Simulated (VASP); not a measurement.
Wanted: the native input for a VASP 6.6.1 run.

* Task: single point
* Functional: PBE
* Potentials or basis: VASP PAW PBE potentials, release 64 (In_d, As)
* Cutoff: 520 eV
* k mesh: 10 × 10 × 10
* Occupations: gaussian, width 0.05 eV
* Spin: no spin polarisation
* Dipole correction: no
* Further INCAR settings: ALGO = Normal; EDIFF = 1e-06; NBANDS = 16

The structure of InAs lies in POSCAR:

```
InAs
1.0
    0.0000000000      3.0556785657      3.0556785657
    3.0556785657      0.0000000000      3.0556785657
    3.0556785657      3.0556785657      0.0000000000
In As
1 1
Direct
    0.0000000000      0.0000000000      0.0000000000
    0.7500000000      0.7500000000      0.7500000000
```

One way to write it, as run:

INCAR

```
SYSTEM = InAs
PREC = Accurate ; ENCUT = 520
EDIFF = 1E-6 ; ISMEAR = 0
SIGMA = 0.05 ; LREAL = .False.
LASPH = .True. ; NELM = 80
ALGO = Normal ; ISIF = 2
LWAVE = .False. ; LCHARG = .True.
GGA = PE ; LELF = .True.
LVHAR = .True. ; NBANDS = 16
```

KPOINTS

```
Automatic mesh
0
Gamma
  10 10 10
  0 0 0
```

Potentials or basis: VASP PAW PBE potentials, release 64 (In_d, As).

Command:

```sh
$ cat potpaw_PBE.64/In_d/POTCAR potpaw_PBE.64/As/POTCAR > POTCAR
$ mpirun -np 1 vasp_std > vasp.out
```

It gave:

The pressure is 2.0 GPa. The band gap on the k mesh is zero (filled and empty bands touch).

Caveat: spin-orbit coupling is left out, which moves the levels of the heavy elements.

Run time: 40 s on 1 thread of Intel Xeon 8259CL, on a shared host, peak memory 0.2 GiB.
